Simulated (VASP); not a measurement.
Si8NO14 (a cell with a defect), 23 atoms in the cell. The cell holds a defect, 23 atoms: a = 7.046 Å, b = 7.046 Å, c = 6.963 Å, α = 90.00°, β = 90.00°, γ = 90.00°. 

| Property | Result |
| --- | --- |
| Program | VASP 6.6.1 |
| Task | single point |
| Functional | r2SCAN |
| Potentials or basis | VASP PAW PBE potentials, release 64 (Si, O, N) |
| Cutoff | 520 eV |
| k mesh | 2 × 2 × 2 |
| Occupations | gaussian, width 0.05 eV |
| Spin | collinear spin, ferromagnetic start |
| Starting moments | [0.0, 0.0, 0.0, 0.0, 0.0, 0.0, 0.0, 0.0, 0.0, 0.0, 0.0, 0.0, 0.0, 0.0, 0.0, 0.0, 0.0, 0.0, 0.0, 0.0, 0.0, 0.0, 1.0] μB |
| Dipole correction | no |
| Further INCAR settings | LREAL = Auto; ALGO = Normal; EDIFF = 1e-06; NBANDS = 82 |

Potentials or basis: VASP PAW PBE potentials, release 64 (Si, O, N).

Command:

```bash
$ cat potpaw_PBE.64/Si/POTCAR potpaw_PBE.64/O/POTCAR potpaw_PBE.64/N/POTCAR > POTCAR
$ cp INCAR.step1 INCAR
$ mpirun -np 1 vasp_std > vasp.out
$ cp INCAR.step2 INCAR
$ mpirun -np 1 vasp_std > vasp.out
```

Hardware: 1 thread of Oxide Virtual Turin-like Processor, with other jobs on the host.

How long does it take, and how much memory?

It took 56 min on 1 thread of Oxide Virtual Turin-like Processor, with other jobs on the host, peak memory 0.72 GiB. Counts: k points 8.
